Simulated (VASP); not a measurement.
# Rb (I4/mmm) in VASP: notebook, part 2 of 2

VASP 6.6.1. Earlier steps stand in the parts before.

### Step 3. Single point, PBEsol (uniaxial strain along c: +6.0 %)

Input file INCAR:

```
SYSTEM = Rb
ALGO     = Fast           ! electronic algorithm
EDIFF    = 1E-6           ! SCF threshold, eV
ENCUT    = 520            ! plane-wave cutoff, eV
GGA      = PS             ! functional
ISIF     = 2              ! what is computed and relaxed
ISMEAR   = 0              ! smearing method
LASPH    = .True.         ! aspherical terms in the spheres
LCHARG   = .False.        ! write CHGCAR
LREAL    = .False.        ! projectors in reciprocal space
LWAVE    = .False.        ! write WAVECAR
NBANDS   = 16             ! bands
NELM     = 100            ! most SCF steps
PREC     = Accurate       ! precision mode
SIGMA    = 0.1            ! smearing width, eV
```

Input file KPOINTS:

```
k-points
0
Gamma
  10 10 10
  0 0 0
```

Input file POSCAR:

```
Rb
1.0
    5.4882704014      0.0000000000      0.0000000000
    0.0000000000      5.4882704014      0.0000000000
    0.0000000000      0.0000000000      5.9061590106
Rb
2
Direct
    0.0000000000      0.0000000000      0.0000000000
    0.5000000000      0.5000000000      0.5000000000
```

Potentials or basis: VASP PAW PBE potentials, release 64 (Rb_sv).

Launch:

```
$ cat potpaw_PBE.64/Rb_sv/POTCAR > POTCAR
$ mpirun -np 1 vasp_std > vasp.out
```

Run time: 3.9 min. Hardware: 1 thread of Intel Xeon Platinum 8488C (Sapphire Rapids), shared host; peak memory 0.46 GiB.

The run converged. Its results:

```
Free energy            : -2.0522 eV
Pressure               : -0.1 GPa
Band gap on the k mesh : zero (band 9 reaches 1.25 eV, above the bottom of band 10 at -0.74 eV)
```

Levels at points of the mesh, in eV from the Fermi level:
```tsv
k point	band 7	band 8	band 9	band 10	band 11	band 12
(0.00, 0.00, 0.00)	-12.90	-12.90	-2.02	1.13	1.34	2.82
(0.50, 0.00, 0.00)	-12.93	-12.93	-0.56	-0.56	2.32	2.32
(0.50, 0.50, 0.00)	-12.90	-12.90	0.31	0.31	0.90	0.90
(0.00, 0.00, 0.50)	-12.93	-12.93	-0.75	-0.75	2.32	2.32
(0.50, 0.00, 0.50)	-12.90	-12.90	0.18	0.18	0.74	0.74
(0.50, 0.50, 0.50)	-12.95	-12.95	1.25	1.25	1.33	1.33
```

Caveat: the cell differs from its parent crystal (uniaxial strain along c: +6.0 %); the PAW data sets were made with another functional, which shifts forces and pressure a little.

### Step 4. Single point, PBEsol (uniaxial strain along c: -4.0 %, then relaxed in part)

Input file INCAR:

```
SYSTEM = Rb
ALGO = Fast
EDIFF = 1E-6
ENCUT = 520
GGA = PS
ISIF = 2
ISMEAR = 0
LASPH = .True.
LCHARG = .True.
LELF = .True.
LREAL = .False.
LVHAR = .True.
LWAVE = .False.
NBANDS = 16
NELM = 60
PREC = Accurate
SIGMA = 0.1
```

KPOINTS is that of step 3.

Input file POSCAR:

```
Rb
1.0
    5.6764456429      0.0000000000      0.0000000000
    0.0000000000      5.6764456429      0.0000000000
    0.0000000000      0.0000000000      5.3489741983
Rb
2
Direct
    0.0000000000      0.0000000000      0.0000000000
    0.5000000000      0.5000000000      0.5000000000
```

Launch:

```
$ cat potpaw_PBE.64/Rb_sv/POTCAR > POTCAR
$ mpirun -np 1 vasp_std > vasp.out
```

Wall time 3.2 min (1 thread of Intel Xeon Platinum 8375C at 2.90GHz (Ice Lake), shared host); peak memory 0.42 GiB.

The run converged. Its results:

| Item | Value |
| --- | --- |
| Free energy | -2.0529 eV |
| Pressure | 0.0 GPa |
| Band gap on the k mesh | zero (band 9 reaches 1.36 eV, above the bottom of band 10 at -0.61 eV) |

Levels at points of the mesh, in eV from the Fermi level:
```csv
k point,band 6,band 7,band 8,band 9,band 10,band 11,band 12,band 13
"(0.00, 0.00, 0.00)",-12.88,-12.88,-12.88,-2.06,1.14,1.29,3.18,3.18
"(0.50, 0.00, 0.00)",-12.92,-12.91,-12.91,-0.68,-0.68,2.32,2.32,2.96
"(0.50, 0.50, 0.00)",-12.91,-12.87,-12.87,0.14,0.14,0.72,0.72,2.82
"(0.00, 0.00, 0.50)",-12.92,-12.92,-12.92,-0.52,-0.52,2.35,2.35,2.97
"(0.50, 0.00, 0.50)",-12.92,-12.88,-12.88,0.25,0.25,0.87,0.87,2.48
"(0.50, 0.50, 0.50)",-12.93,-12.93,-12.93,1.29,1.29,1.29,1.29,1.36
```

Caveat: the cell differs from its parent crystal (uniaxial strain along c: -4.0 %, then relaxed in part); the PAW data sets were made with another functional, which shifts forces and pressure a little.

### Step 5. Single point, PBEsol (uniaxial strain along c: +4.0 %, then relaxed in part)

Input file INCAR:

```
SYSTEM = Rb
PREC     = Accurate       ! precision mode
ENCUT    = 520            ! plane-wave cutoff, eV
EDIFF    = 1E-6           ! SCF threshold, eV
ISMEAR   = 0              ! smearing method
SIGMA    = 0.1            ! smearing width, eV
LREAL    = .False.        ! projectors in reciprocal space
LASPH    = .True.         ! aspherical terms in the spheres
NELM     = 100            ! most SCF steps
ALGO     = Fast           ! electronic algorithm
ISIF     = 2              ! what is computed and relaxed
LWAVE    = .False.        ! write WAVECAR
LCHARG   = .False.        ! write CHGCAR
GGA      = PS             ! functional
NBANDS   = 16             ! bands
```

Input file KPOINTS:

```
regular mesh
0
Gamma
  10 10 10
  0 0 0
```

Input file POSCAR:

```
Rb
1.0
    5.4503667616      0.0000000000      0.0000000000
    0.0000000000      5.4503667616      0.0000000000
    0.0000000000      0.0000000000      5.7947220481
Rb
2
Direct
    0.0000000000      0.0000000000      0.0000000000
    0.5000000000      0.5000000000      0.5000000000
```

Launch:

```
$ cat potpaw_PBE.64/Rb_sv/POTCAR > POTCAR
$ mpirun -np 1 vasp_std > vasp.out
```

It took 3.6 min on 1 thread of Intel Xeon Platinum 8375C at 2.90GHz (Ice Lake), shared host; peak memory 0.45 GiB.

The run converged. Its results:

```yaml
Free_energy: -2.0533 eV
Pressure: 0.0 GPa
Band_gap_on_the_k_mesh: zero (band 9 reaches 1.34 eV, above the bottom of band 10 at -0.66 eV)
```

Levels at points of the mesh, in eV from the Fermi level:
```csv
k point,band 6,band 7,band 8,band 9,band 10,band 11,band 12,band 13
"(0.00, 0.00, 0.00)",-12.88,-12.88,-12.88,-2.06,1.12,1.30,2.98,3.59
"(0.50, 0.00, 0.00)",-12.92,-12.92,-12.92,-0.58,-0.58,2.33,2.33,2.83
"(0.50, 0.50, 0.00)",-12.92,-12.88,-12.88,0.28,0.28,0.91,0.91,2.37
"(0.00, 0.00, 0.50)",-12.92,-12.92,-12.92,-0.74,-0.74,2.32,2.32,3.23
"(0.50, 0.00, 0.50)",-12.92,-12.88,-12.88,0.18,0.18,0.77,0.77,2.70
"(0.50, 0.50, 0.50)",-12.94,-12.93,-12.93,1.26,1.26,1.33,1.33,1.33
```

Caveat: the cell differs from its parent crystal (uniaxial strain along c: +4.0 %, then relaxed in part); the PAW data sets were made with another functional, which shifts forces and pressure a little.

### Step 6. Single point, PBEsol (uniaxial strain along c: +6.0 %, then relaxed in part)

Input file INCAR:

```
SYSTEM = Rb
PREC     = Accurate       ! precision mode
ENCUT    = 520            ! plane-wave cutoff, eV
EDIFF    = 1E-6           ! SCF threshold, eV
ISMEAR   = 0              ! smearing method
SIGMA    = 0.1            ! smearing width, eV
LREAL    = .FALSE.        ! projectors in reciprocal space
LASPH    = .TRUE.         ! aspherical terms in the spheres
NELM     = 80             ! most SCF steps
ALGO     = Fast           ! electronic algorithm
ISIF     = 2              ! what is computed and relaxed
LWAVE    = .FALSE.        ! write WAVECAR
LCHARG   = .FALSE.        ! write CHGCAR
GGA      = PS             ! functional
NBANDS   = 16             ! bands
```

Input file KPOINTS:

```
Automatic mesh
0
G
  10 10 10
  0 0 0
```

Input file POSCAR:

```
Rb
1.0
    5.4012465344      0.0000000000      0.0000000000
    0.0000000000      5.4012465344      0.0000000000
    0.0000000000      0.0000000000      5.9061590106
Rb
2
Direct
    0.0000000000      0.0000000000      0.0000000000
    0.5000000000      0.5000000000      0.5000000000
```

Potentials or basis: VASP PAW PBE potentials, release 64 (Rb_sv).

Launch:

```
$ cat potpaw_PBE.64/Rb_sv/POTCAR > POTCAR
$ mpirun -np 1 vasp_std > vasp.out
```

Run time: 3.2 min. Hardware: 1 thread of Intel Xeon Platinum 8375C at 2.90GHz (Ice Lake), shared host; peak memory 0.43 GiB.

Results (log left out):

```
Free energy            : -2.0537 eV
Pressure               : 0.0 GPa
Band gap on the k mesh : zero (band 9 reaches 1.32 eV, above the bottom of band 10 at -0.70 eV)
```

Levels at points of the mesh, in eV from the Fermi level:
| k point | band 6 | band 7 | band 8 | band 9 | band 10 | band 11 | band 12 | band 13 |
| --- | --- | --- | --- | --- | --- | --- | --- | --- |
| (0.00, 0.00, 0.00) | -12.88 | -12.88 | -12.88 | -2.06 | 1.08 | 1.35 | 2.80 | 3.60 |
| (0.50, 0.00, 0.00) | -12.92 | -12.92 | -12.92 | -0.56 | -0.56 | 2.32 | 2.32 | 2.72 |
| (0.50, 0.50, 0.00) | -12.92 | -12.89 | -12.89 | 0.32 | 0.32 | 0.96 | 0.96 | 2.29 |
| (0.00, 0.00, 0.50) | -12.92 | -12.92 | -12.92 | -0.78 | -0.78 | 2.33 | 2.33 | 3.29 |
| (0.50, 0.00, 0.50) | -12.91 | -12.88 | -12.88 | 0.17 | 0.17 | 0.75 | 0.75 | 2.76 |
| (0.50, 0.50, 0.50) | -12.94 | -12.93 | -12.93 | 1.24 | 1.24 | 1.35 | 1.35 | 1.35 |

Caveat: the cell differs from its parent crystal (uniaxial strain along c: +6.0 %, then relaxed in part); the PAW data sets were made with another functional, which shifts forces and pressure a little.

### Step 7. Summary

| cell | gap on the mesh (eV) | pressure (GPa) |
| --- | --- | --- |
| a = 5.516, b = 5.516, c = 5.795 Å, 2 atoms | none | -0.1 |
| a = 5.488, b = 5.488, c = 5.906 Å, 2 atoms | none | -0.1 |
| a = 5.676, b = 5.676, c = 5.349 Å, 2 atoms | none | 0.0 |
| a = 5.450, b = 5.450, c = 5.795 Å, 2 atoms | none | 0.0 |
| a = 5.401, b = 5.401, c = 5.906 Å, 2 atoms | none | 0.0 |

Alike in all rows: task single point; level PBEsol; potentials or basis VASP PAW PBE potentials, release 64 (Rb_sv); no spin polarisation; k mesh 10 × 10 × 10; cutoff (eV) 520; smearing gaussian 0.1 eV.

Caveats: the PAW data sets were made with another functional, which shifts forces and pressure a little.

Absolute energies hang on the potentials; compare differences alone.
